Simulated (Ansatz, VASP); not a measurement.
## TePb in VASP and in Ansatz

```
CELL_PARAMETERS angstrom
0.00000 3.18301 3.18301
3.18301 0.00000 3.18301
3.18301 3.18301 0.00000
ATOMIC_POSITIONS crystal
Te 0.50000 0.50000 0.50000
Pb 0.00000 0.00000 0.00000
```

Alike in both runs: task single point; functional PBE; k mesh 10 × 10 × 10; occupations gaussian, width 0.02 eV; no spin polarisation.

|  | VASP | Ansatz |
| --- | --- | --- |
| version | VASP 6.6.1 | Ansatz 0.2.0 |
| potentials or method | VASP PAW PBE potentials, release 64 (Te, Pb_d), cutoff 500 eV | scalar-relativistic, plane waves, PAW |
| valence electrons in the cell | 20 | 30 |

VASP gave:

```
gap on the k mesh at the Fermi level (eV) : 0.63
least direct gap on the mesh (eV)         : 0.63
pressure (GPa)                            : 4.4
```

Estimate Ansatz's values.

gap on the k mesh at the Fermi level (eV): 0.63; least direct gap on the mesh (eV): 0.63; pressure (GPa): 4.5.

VASP's potentials hold 20 valence electrons a cell and Ansatz's 30, so a difference there can come from the potentials and not from the codes.

Spin-orbit coupling is off throughout.
